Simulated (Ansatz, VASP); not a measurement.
## AlN: VASP beside Ansatz

File INCAR:

```
SYSTEM = AlN
PREC = Accurate
ENCUT = 520
EDIFF = 1E-7
ISMEAR = 0
SIGMA = 0.013000000000000001
LREAL = .False.
LASPH = .True.
NELM = 60
ALGO = Normal
ISIF = 2
LWAVE = .False.
LCHARG = .True.
GGA = PE
LELF = .True.
LVHAR = .True.
NBANDS = 11
```

KPOINTS

```
Automatic mesh
0
Gamma
  11 11 11
  0 0 0
```

The input POSCAR:

```
AlN
1.0
    0.0000000000      2.0345180000      2.0345180000
    2.0345180000      0.0000000000      2.0345180000
    2.0345180000      2.0345180000      0.0000000000
Al N
1 1
Direct
    0.5000000000      0.5000000000      0.5000000000
    0.0000000000      0.0000000000      0.0000000000
```

input.yaml

```yaml
crystal:
  lattice:
    - [0.0, 2.034518, 2.034518]
    - [2.034518, 0.0, 2.034518]
    - [2.034518, 2.034518, 0.0]
  atoms:
    - { symbol: Al, position: [0.5, 0.5, 0.5] }
    - { symbol: "N", position: [0.0, 0.0, 0.0] }
hamiltonian:
  xc: pbe
  pseudopotentials: { kind: paw }
kpoints:
  mp_grid: { grid: [11, 11, 11] }
scf:
  occupations: { method: gaussian, width: 0.013 }
output:
  forces: true
  stress: true
  eigenvalues: true
  write_density: true
  write_potential: true
  elf: true
  volumetric_format: npy
```

Alike in both runs: task single point; functional PBE; k mesh 11 × 11 × 11; occupations gaussian, width 0.013 eV; no spin polarisation.

|  | VASP | Ansatz |
| --- | --- | --- |
| version | VASP 6.6.1 | Ansatz 0.2.0 |
| potentials or method | VASP PAW PBE potentials, release 64 (Al, N) | Ansatz PAW |
| plane-wave cutoff (eV) | 520 | 420 |
| valence electrons in the cell | 8 | 8 |

VASP gave:

- gap on the k mesh at the Fermi level (eV): 4.55
- least direct gap on the mesh (eV): 5.41
- pressure (GPa): 0.0

Q: Which values does Ansatz return?

A: gap on the k mesh at the Fermi level (eV): 4.58; least direct gap on the mesh (eV): 5.40; pressure (GPa): 0.3.

Noted on Ansatz's run: odd divisions of the mesh miss points on the zone boundary, where band edges often lie, so the gap on the mesh can be too wide.
